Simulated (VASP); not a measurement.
Runs of VASP 6.6.1 on Sc3Ge. The structure is that of space group Fm-3m (No. 225), or close to it. The cells are those of the table. 

```csv
task,spin,cell,cutoff (eV),gap on the mesh (eV),pressure (GPa)
single point,off,"a = 4.709 Å, angles 60.0°, 4 atoms",520,none,8.6
relaxation of cell and atoms,off,"relaxed from a = 4.709 Å, angles 60.0°, 4 atoms",600,none,0.1
single point,off,"a = 4.886 Å, angles 60.0°, 4 atoms",520,none,(a)
single point,"collinear, ferromagnetic start","a = 4.886 Å, angles 60.0°, 4 atoms",520,none,0.2
```

Alike in all rows: level PBE; potentials or basis VASP PAW PBE potentials, release 64 (Sc_sv, Ge_d); k mesh 4 × 4 × 4; smearing gaussian 0.1 eV.

Problem. Estimate the missing entries.

Solution. (a) -0.2.

Caveats: all runs use coarse meshes.

A k mesh can miss the band edges, and the runs leave out spin-orbit coupling on Ge.

A gap of «none» marks levels without a gap at the run's occupations.
